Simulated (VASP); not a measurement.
# LiF (P6_3mc) in VASP: a series of runs

The runs below take LiF through single point, with PBEsol+D3(BJ).

Everything below comes from runs of VASP 6.6.1. Logs are shortened: lines on timing, memory, paths and dates and some standing lists are left out, and cuts for length are marked.

## 1. The cell of the first run

Symmetry: P6_3mc, No. 186, hexagonal system. The conventional cell has a = 3.086 Å, b = 3.086 Å, c = 4.847 Å, α = 90.00°, β = 90.00°, γ = 120.00°. Within 2.5 Å of Li (site symmetry 3m) lie 4 F at 1.86 to 1.88 Å. F (site symmetry 3m) has 4 Li at 1.86 to 1.88 Å within 2.5 Å.

## 2. Single point, PBEsol+D3(BJ)

Input file INCAR:

```
SYSTEM = LiF
PREC = Accurate ; ENCUT = 520
EDIFF = 1E-6 ; ISMEAR = 0
SIGMA = 0.01 ; LREAL = .FALSE.
LASPH = .TRUE. ; NELM = 60
ALGO = Normal ; ISIF = 2
LWAVE = .FALSE. ; LCHARG = .TRUE.
GGA = PS ; IVDW = 12
LELF = .TRUE. ; LVHAR = .TRUE.
NBANDS = 18
```

Input file KPOINTS:

```
Automatic mesh
0
G
  6 6 4
  0 0 0
```

Input file POSCAR:

```
LiF
1.0
    3.0862381720      0.0000000000      0.0000000000
   -1.5431190860      2.6727608613      0.0000000000
    0.0000000000      0.0000000000      4.8470567605
Li F
2 2
Direct
    0.3333333333      0.6666666667      0.3811540000
    0.6666666667      0.3333333333      0.8811540000
    0.3333333333      0.6666666667      0.9938440000
    0.6666666667      0.3333333333      0.4938440000
```

Potentials or basis: VASP PAW PBE potentials, release 64 (Li_sv, F).

The run is started by

```console
> cat potpaw_PBE.64/Li_sv/POTCAR potpaw_PBE.64/F/POTCAR > POTCAR
> mpirun -np 1 vasp_std > vasp.out
```

OUTCAR:

```text
SYSTEM = LiF
   PREC = Accurate
   ENCUT = 520
   EDIFF = 1E-6
   ISMEAR = 0
   LREAL = .FALSE.
   LASPH = .TRUE.
   NELM = 60
   ISIF = 2
   GGA = PS
   IVDW = 12
 IVDW          = 12

 ion  position               nearest neighbor table
   1  0.333  0.667  0.381-   4 1.86   4 1.86   4 1.86   3 1.88
   2  0.667  0.333  0.881-   3 1.86   3 1.86   3 1.86   4 1.88
   3  0.333  0.667  0.994-   2 1.86   2 1.86   2 1.86   1 1.88
   4  0.667  0.333  0.494-   1 1.86   1 1.86   1 1.86   2 1.88

  LATTYP: Found a hexagonal cell.
 ALAT       =     3.0862381720
 C/A-ratio  =     1.5705387888

  Lattice vectors:

 A1 = (   3.0862381720,   0.0000000000,   0.0000000000)
 A2 = (  -1.5431190860,   2.6727608613,   0.0000000000)
 A3 = (   0.0000000000,   0.0000000000,   4.8470567605)

Analysis of symmetry for initial positions (statically):
=====================================================================
 Subroutine PRICEL returns:
 Original cell was already a primitive cell.

 Routine SETGRP: Setting up the symmetry group for a
 hexagonal supercell.

 Subroutine GETGRP returns: Found 12 space group operations
 (whereof  6 operations were pure point group operations)
 out of a pool of 24 trial point group operations.

The static configuration has the point symmetry C_3v.
 The point group associated with its full space group is C_6v.

Analysis of symmetry for dynamics (positions and initial velocities):
=====================================================================
 Subroutine PRICEL returns:
 Original cell was already a primitive cell.

 Routine SETGRP: Setting up the symmetry group for a
 hexagonal supercell.

 Subroutine GETGRP returns: Found 12 space group operations
 (whereof  6 operations were pure point group operations)
 out of a pool of 24 trial point group operations.

The dynamic configuration has the point symmetry C_3v.
 The point group associated with its full space group is C_6v.

 Subroutine INISYM returns: Found 12 space group operations
 (whereof  6 operations are pure point group operations),
 and found     1 'primitive' translations

----------------------------------------------------------------------------------------

                                     Primitive cell

  volume of cell :      39.9823

  direct lattice vectors                    reciprocal lattice vectors
     3.086238172  0.000000000  0.000000000     0.324019063  0.187072479  0.000000000
    -1.543119086  2.672760861  0.000000000     0.000000000  0.374144958  0.000000000
     0.000000000  0.000000000  4.847056761     0.000000000  0.000000000  0.206310767

  length of vectors
     3.086238172  3.086238347  4.847056761     0.374144979  0.374144958  0.206310767

  position of ions in fractional coordinates (direct lattice)
     0.333333333  0.666666667  0.381154000
     0.666666667  0.333333333  0.881154000
     0.333333333  0.666666667  0.993844000
     0.666666667  0.333333333  0.493844000

  ion indices of the primitive-cell ions
   primitive index   ion index
                 1           1
                 2           2
                 3           3
                 4           4

----------------------------------------------------------------------------------------

 KPOINTS: Automatic mesh

Automatic generation of k-mesh.
 Grid dimensions read from file:
 generate k-points for:    6    6    4

 Generating k-lattice:

  Cartesian coordinates                     Fractional coordinates (reciprocal lattice)
     0.054003177  0.031178746  0.000000000     0.166666667  0.000000000  0.000000000
     0.000000000  0.062357493  0.000000000     0.000000000  0.166666667  0.000000000
     0.000000000  0.000000000  0.051577692     0.000000000  0.000000000  0.250000000

  Length of vectors
     0.062357497  0.062357493  0.051577692

  Shift w.r.t. Gamma in fractional coordinates (k-lattice)
     0.000000000  0.000000000  0.000000000

 Subroutine IBZKPT returns following result:
 ===========================================

 Found     21 irreducible k-points:

 Following reciprocal coordinates:
            Coordinates               Weight
  0.000000  0.000000  0.000000      1.000000
  0.166667  0.000000  0.000000      6.000000
  0.333333 -0.000000  0.000000      6.000000
  0.500000 -0.000000  0.000000      3.000000
  0.166667  0.166667  0.000000      6.000000
  0.333333  0.166667  0.000000     12.000000
[... 13 lines left out ...]
  0.333333  0.166667  0.500000     12.000000
  0.333333  0.333333  0.500000      2.000000
   k-points           NKPTS =     21   k-points in BZ     NKDIM =     21   number of bands    NBANDS=     18
   number of dos      NEDOS =    301   number of ions     NIONS =      4
   total plane-waves  NPLWV =  20736
   dimension x,y,z NGX =    24 NGY =   24 NGZ =   36
   dimension x,y,z NGXF=    48 NGYF=   48 NGZF=   72
   ions per type =               2   2
   NGX,Y,Z   is equivalent  to a cutoff of  12.93, 12.93, 12.35 a.u.
[... 105 lines left out ...]
      1     -42.3183      2.00000
      2     -42.3041      2.00000
      3     -21.7121      2.00000
      4     -21.6441      2.00000
      5      -4.6072      2.00000
      6      -3.8325      2.00000
[... 10 lines left out ...]
     17      16.3800      0.00000
     18      18.1717      0.00000

 k-point     5 :       0.1667    0.1667    0.0000
  band No.  band energies     occupation
      1     -42.3344      2.00000
      2     -42.3058      2.00000
      3     -21.7894      2.00000
      4     -21.6335      2.00000
      5      -4.3853      2.00000
      6      -3.9003      2.00000
[... 10 lines left out ...]
     17      17.4798      0.00000
     18      18.0736      0.00000

 k-point     6 :       0.3333    0.1667    0.0000
  band No.  band energies     occupation
      1     -42.3183      2.00000
      2     -42.3041      2.00000
      3     -21.7146      2.00000
      4     -21.6404      2.00000
      5      -4.5131      2.00000
      6      -3.9959      2.00000
[... 10 lines left out ...]
     17      16.4270      0.00000
     18      18.2625      0.00000

 k-point     7 :       0.3333    0.3333    0.0000
  band No.  band energies     occupation
      1     -42.3081      2.00000
      2     -42.3081      2.00000
      3     -21.6653      2.00000
      4     -21.6653      2.00000
      5      -4.6361      2.00000
      6      -3.7464      2.00000
[... 10 lines left out ...]
     17      15.2635      0.00000
     18      18.4042      0.00000

 k-point     8 :       0.0000    0.0000    0.2500
  band No.  band energies     occupation
      1     -42.3503      2.00000
      2     -42.3198      2.00000
      3     -21.8513      2.00000
      4     -21.6858      2.00000
      5      -4.4623      2.00000
      6      -2.9947      2.00000
[... 10 lines left out ...]
     17      16.5825      0.00000
     18      16.5825      0.00000
[... 166 lines left out ...]
     17      16.5443      0.00000
     18      16.5443      0.00000

 k-point    17 :       0.3333   -0.0000    0.5000
  band No.  band energies     occupation
      1     -42.3171      2.00000
      2     -42.3171      2.00000
      3     -21.7040      2.00000
      4     -21.7040      2.00000
      5      -4.1491      2.00000
      6      -4.1491      2.00000
[... 10 lines left out ...]
     17      16.8515      0.00000
     18      16.8515      0.00000

 k-point    18 :       0.5000   -0.0000    0.5000
  band No.  band energies     occupation
      1     -42.3111      2.00000
      2     -42.3111      2.00000
      3     -21.6810      2.00000
      4     -21.6810      2.00000
      5      -4.3691      2.00000
      6      -4.3691      2.00000
[... 10 lines left out ...]
     17      16.9769      0.00000
     18      16.9769      0.00000

 k-point    19 :       0.1667    0.1667    0.5000
  band No.  band energies     occupation
      1     -42.3201      2.00000
      2     -42.3201      2.00000
      3     -21.7156      2.00000
      4     -21.7156      2.00000
      5      -4.0013      2.00000
      6      -4.0013      2.00000
[... 10 lines left out ...]
     17      17.0523      0.00000
     18      17.0523      0.00000

 k-point    20 :       0.3333    0.1667    0.5000
  band No.  band energies     occupation
      1     -42.3111      2.00000
      2     -42.3111      2.00000
      3     -21.6806      2.00000
      4     -21.6806      2.00000
      5      -4.2446      2.00000
      6      -4.2446      2.00000
[... 10 lines left out ...]
     17      17.5118      0.00000
     18      17.5118      0.00000

 k-point    21 :       0.3333    0.3333    0.5000
  band No.  band energies     occupation
      1     -42.3081      2.00000
      2     -42.3081      2.00000
      3     -21.6684      2.00000
      4     -21.6684      2.00000
      5      -4.1414      2.00000
      6      -4.1414      2.00000
[... 10 lines left out ...]
     17      18.4014      0.00000
     18      18.4014      0.00000

------------------------ aborting loop because EDIFF is reached ----------------------------------------

 Edisp (eV)   -0.46968

 E8    (eV) :    -0.2774

  FORCE on cell =-STRESS in cart. coord.  units (eV):
  Direction    XX          YY          ZZ          XY          YZ          ZX
  --------------------------------------------------------------------------------------
  -------------------------------------------------------------------------------------
  Total      -0.45628    -0.45628    -0.57738     0.00000     0.00000     0.00000
  in kB     -18.28414   -18.28415   -23.13699     0.00000     0.00000     0.00000
  external pressure =      -19.90 kB  Pullay stress =        0.00 kB

 VOLUME and BASIS-vectors are now :
 -----------------------------------------------------------------------------
  energy-cutoff  :      520.00
  volume of cell :       39.98
      direct lattice vectors                 reciprocal lattice vectors
     3.086238172  0.000000000  0.000000000     0.324019063  0.187072479  0.000000000
    -1.543119086  2.672760861  0.000000000     0.000000000  0.374144958  0.000000000
     0.000000000  0.000000000  4.847056761     0.000000000  0.000000000  0.206310767

 POSITION                                       TOTAL-FORCE (eV/Angst)
 -----------------------------------------------------------------------------------
     -0.00000      1.78184      1.84748         0.000000     -0.000000     -0.003581
      1.54312      0.89092      4.27100        -0.000000      0.000000     -0.003581
     -0.00000      1.78184      4.81722         0.000000      0.000000      0.003581
      1.54312      0.89092      2.39369        -0.000000     -0.000000      0.003581
 -----------------------------------------------------------------------------------
    total drift:                                0.000001      0.000001     -0.003612

  FREE ENERGIE OF THE ION-ELECTRON SYSTEM (eV)
  ---------------------------------------------------
  free  energy   TOTEN  =       -20.0755210493 eV

  energy  without entropy=      -20.0755210493  energy(sigma->0) =      -20.07552105
```

Run time: 12 s. Hardware: 1 thread of Intel Xeon 8259CL, shared host; peak memory 0.16 GiB.

Results:

```yaml
Free_energy: -20.0755 eV
Largest_force: 0.004 eV/Å
Band_gap_on_the_k_mesh: 7.61 eV
Dispersion_energy_per_atom: -0.117 eV
```

Forces in eV/Å, atoms in the order of the input:
```
Li   0.000  0.000 -0.004
Li   0.000  0.000 -0.004
F    0.000  0.000  0.004
F    0.000  0.000  0.004
```

Levels at points of the mesh, in eV from the valence-band top:
```csv
k point,band 8,band 9,band 10,band 11,band 12,band 13
"(0.00, 0.00, 0.00)",-0.15,-0.15,0.00,7.61,11.86,15.06
"(0.50, 0.00, 0.00)",-0.99,-0.54,-0.38,11.04,12.01,14.65
"(0.00, 0.00, 0.50)",-0.31,-0.31,-0.31,9.30,9.30,17.43
"(0.50, 0.00, 0.50)",-0.70,-0.56,-0.56,11.00,11.00,14.71
```

Caveat: the cutoff is under 1.25 times the usual one of these potentials, so pressure, stress and relaxed cells hold a basis-set (Pulay) error; three body term missing; the PAW data sets were made with another functional, which shifts forces and pressure a little. A k mesh can miss the band edges.

## 3. Single point, PBEsol+D3(BJ)

This run uses another cell than the first one, of 10.24 Å³/atom.

Input file INCAR:

```
SYSTEM = LiF
ALGO = Normal
EDIFF = 1E-6
ENCUT = 520
GGA = PS
ISIF = 2
ISMEAR = 0
IVDW = 12
LASPH = .TRUE.
LCHARG = .FALSE.
LREAL = .FALSE.
LWAVE = .FALSE.
NBANDS = 18
NELM = 60
PREC = Accurate
SIGMA = 0.01
```

Input file KPOINTS:

```
k-points
0
G
  6 6 4
  0 0 0
```

Input file POSCAR:

```
LiF
1.0
    3.1111282644      0.0000000000      0.0000000000
   -1.5555641322      2.6943163153      0.0000000000
    0.0000000000      0.0000000000      4.8861476160
Li F
2 2
Direct
    0.3333333333      0.6666666667      0.3811540000
    0.6666666667      0.3333333333      0.8811540000
    0.3333333333      0.6666666667      0.9938440000
    0.6666666667      0.3333333333      0.4938440000
```

Potentials or basis: VASP PAW PBE potentials, release 64 (Li_sv, F).

The run is started by

```console
> cat potpaw_PBE.64/Li_sv/POTCAR potpaw_PBE.64/F/POTCAR > POTCAR
> mpirun -np 1 vasp_std > vasp.out
```

Run time: 14 s. Hardware: 1 thread of Intel Xeon 8259CL, shared host; peak memory 0.16 GiB.

The run converged. Its results:

- Free energy: -20.0626 eV
- Largest force: 0.007 eV/Å
- Band gap on the k mesh: 7.49 eV
- Dispersion energy per atom: -0.115 eV

Forces on the atoms (eV/Å):
```
Li   0.000  0.000 -0.007
Li   0.000  0.000 -0.007
F    0.000  0.000  0.007
F    0.000  0.000  0.007
```

Levels at points of the mesh, in eV from the valence-band top:
| k point | band 7 | band 8 | band 9 | band 10 | band 11 | band 12 | band 13 | band 14 |
| --- | --- | --- | --- | --- | --- | --- | --- | --- |
| (0.00, 0.00, 0.00) | -0.45 | -0.14 | -0.14 | 0.00 | 7.49 | 11.71 | 14.83 | 18.22 |
| (0.50, 0.00, 0.00) | -1.01 | -0.96 | -0.52 | -0.37 | 10.92 | 11.89 | 14.46 | 14.66 |
| (0.00, 0.00, 0.50) | -0.30 | -0.30 | -0.30 | -0.30 | 9.16 | 9.16 | 17.22 | 17.22 |
| (0.50, 0.00, 0.50) | -0.67 | -0.67 | -0.54 | -0.54 | 10.89 | 10.89 | 14.53 | 14.53 |

Caveat: the cutoff is under 1.25 times the usual one of these potentials, so pressure, stress and relaxed cells hold a basis-set (Pulay) error; three body term missing; the PAW data sets were made with another functional, which shifts forces and pressure a little. A k mesh can miss the band edges.

## 4. Single point, PBEsol+D3(BJ)

This run uses another cell than the first one, of 10.48 Å³/atom.

Input file INCAR:

```
ALGO = Normal
EDIFF = 1E-6
ENCUT = 520
GGA = PS
ISIF = 2
ISMEAR = 0
IVDW = 12
LASPH = T
LCHARG = F
LREAL = F
LWAVE = F
NBANDS = 18
NELM = 80
PREC = Accurate
SIGMA = 0.01
```

Input file KPOINTS:

```
k-points
0
Gamma
  6 6 4
```

Input file POSCAR:

```
LiF
1.0
    3.1356263460      0.0000000000      0.0000000000
   -1.5678131730      2.7155322779      0.0000000000
    0.0000000000      0.0000000000      4.9246228034
Li F
2 2
Direct
    0.3333333333      0.6666666667      0.3811540000
    0.6666666667      0.3333333333      0.8811540000
    0.3333333333      0.6666666667      0.9938440000
    0.6666666667      0.3333333333      0.4938440000
```

The run is started by

```console
> cat potpaw_PBE.64/Li_sv/POTCAR potpaw_PBE.64/F/POTCAR > POTCAR
> mpirun -np 1 vasp_std > vasp.out
```

Wall time 15 s (1 thread of Intel Xeon 8259CL, shared host); peak memory 0.16 GiB.

The run converged. Its results:

- Free energy: -20.0427 eV
- Largest force: 0.009 eV/Å
- Band gap on the k mesh: 7.37 eV
- Dispersion energy per atom: -0.112 eV

Forces in eV/Å, atoms in the order of the input:
```
Li   0.000  0.000 -0.009
Li   0.000  0.000 -0.009
F    0.000  0.000  0.009
F    0.000  0.000  0.009
```

Levels at points of the mesh, in eV from the valence-band top:
```
           k point  band 8  band 9  band 10  band 11  band 12  band 13
(0.00, 0.00, 0.00)   -0.14   -0.14     0.00     7.37    11.57    14.61
(0.50, 0.00, 0.00)   -0.93   -0.51    -0.36    10.80    11.77    14.27
(0.00, 0.00, 0.50)   -0.29   -0.29    -0.29     9.03     9.03    17.02
(0.50, 0.00, 0.50)   -0.65   -0.52    -0.52    10.79    10.79    14.34
```

Caveat: the cutoff is under 1.25 times the usual one of these potentials, so pressure, stress and relaxed cells hold a basis-set (Pulay) error; three body term missing; the PAW data sets were made with another functional, which shifts forces and pressure a little.

## 5. Single point, PBEsol+D3(BJ)

This run uses another cell than the first one, of 10.73 Å³/atom.

Input file INCAR:

```
SYSTEM = LiF
PREC = Accurate
ENCUT = 520
EDIFF = 1E-6
ISMEAR = 0
SIGMA = 0.01
LREAL = .FALSE.
LASPH = .TRUE.
NELM = 80
ALGO = Normal
ISIF = 2
LWAVE = .FALSE.
LCHARG = .TRUE.
GGA = PS
IVDW = 12
LELF = .TRUE.
LVHAR = .TRUE.
NBANDS = 18
```

Input file KPOINTS:

```
regular mesh
0
G
  6 6 4
  0 0 0
```

Input file POSCAR:

```
LiF
1.0
    3.1597474966      0.0000000000      0.0000000000
   -1.5798737483      2.7364218086      0.0000000000
    0.0000000000      0.0000000000      4.9625060060
Li F
2 2
Direct
    0.3333333333      0.6666666667      0.3811540000
    0.6666666667      0.3333333333      0.8811540000
    0.3333333333      0.6666666667      0.9938440000
    0.6666666667      0.3333333333      0.4938440000
```

The run is started by

```console
> cat potpaw_PBE.64/Li_sv/POTCAR potpaw_PBE.64/F/POTCAR > POTCAR
> mpirun -np 1 vasp_std > vasp.out
```

Run time: 15 s. Hardware: 1 thread of Intel Xeon 8259CL, shared host; peak memory 0.16 GiB.

Results (log left out):

| Item | Value |
| --- | --- |
| Free energy | -20.0167 eV |
| Largest force | 0.011 eV/Å |
| Band gap on the k mesh | 7.26 eV |
| Dispersion energy per atom | -0.109 eV |

Forces in eV/Å, atoms in the order of the input:
```
Li   0.000  0.000 -0.011
Li   0.000  0.000 -0.011
F    0.000  0.000  0.011
F    0.000  0.000  0.011
```

Levels at points of the mesh, in eV from the valence-band top:
```csv
k point,band 8,band 9,band 10,band 11,band 12,band 13
"(0.00, 0.00, 0.00)",-0.14,-0.14,0.00,7.26,11.43,14.40
"(0.50, 0.00, 0.00)",-0.90,-0.49,-0.34,10.69,11.65,14.09
"(0.00, 0.00, 0.50)",-0.28,-0.28,-0.28,8.90,8.90,16.83
"(0.50, 0.00, 0.50)",-0.63,-0.51,-0.51,10.69,10.69,14.17
```

Caveat: the cutoff is under 1.25 times the usual one of these potentials, so pressure, stress and relaxed cells hold a basis-set (Pulay) error; three body term missing; the PAW data sets were made with another functional, which shifts forces and pressure a little.

## 6. Summary

| cell | gap on the mesh (eV) | largest force (eV/Å) |
| --- | --- | --- |
| a = 3.086, b = 3.086, c = 4.847 Å, angles 90.0, 90.0, 120.0°, 4 atoms | 7.61 | - |
| a = 3.111, b = 3.111, c = 4.886 Å, angles 90.0, 90.0, 120.0°, 4 atoms | 7.49 | 0.01 |
| a = 3.136, b = 3.136, c = 4.925 Å, angles 90.0, 90.0, 120.0°, 4 atoms | 7.37 | 0.01 |
| a = 3.160, b = 3.160, c = 4.963 Å, angles 90.0, 90.0, 120.0°, 4 atoms | 7.26 | 0.01 |

Alike in all rows: task single point; level PBEsol+D3(BJ); potentials or basis VASP PAW PBE potentials, release 64 (Li_sv, F); no spin polarisation; k mesh 6 × 6 × 4; cutoff (eV) 520; smearing gaussian 0.01 eV.

Caveats: the cutoff is under 1.25 times the usual one of these potentials, so pressure, stress and relaxed cells hold a basis-set (Pulay) error; three body term missing; the PAW data sets were made with another functional, which shifts forces and pressure a little.

Total energies depend on the potentials used, so only differences within one code and one set of settings carry meaning.
